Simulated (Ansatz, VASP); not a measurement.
# Ir: VASP beside Ansatz

```
Ir
1.0
     0.00000   -1.90541   -1.90541
     0.00000    1.90541   -1.90541
     3.81081    0.00000    0.00000
Ir
2
Direct
  0.50504 0.49496 0.47754
  0.99496 0.00504 0.02246
```

Change from the starting cell: mode 4 frozen in at -0.019 Å and mode 6 at -0.086 Å (largest displacements).

Alike in both runs: task single point; functional LDA; k mesh 16 × 16 × 12; occupations gaussian, width 0.15 eV; no spin polarisation.

|  | VASP | Ansatz |
| --- | --- | --- |
| version | VASP 6.6.1 | Ansatz 0.2.0 |
| potentials or method | VASP PAW LDA potentials, release 64 (Ir), cutoff 520 eV | scalar-relativistic, plane waves, PAW |
| valence electrons in the cell | 18 | 34 |

```tsv
	VASP	Ansatz	Ansatz less VASP
gap on the k mesh at the Fermi level (eV)	none	none	-
pressure (GPa)	9.3	6.5	-2.78
traceless stress, the component that is largest in VASP (GPa)	2.46	2.44	-0.020
rms of the force components (eV/Å)	1.483	1.435	-0.0486
```

Ansatz warns that its potentials were made for another functional, while VASP's fit it. LDA's correlation is that of Perdew and Zunger in VASP and of Perdew and Wang (1992) in Ansatz. Atom by atom the forces differ by 0.049 eV/Å (rms over components). A gap of «none» marks a metal or a gap that the smearing closes. VASP's potentials hold 18 valence electrons a cell and Ansatz's 34, so a difference there can come from the potentials and not from the codes.

Neither program's run includes spin-orbit coupling.
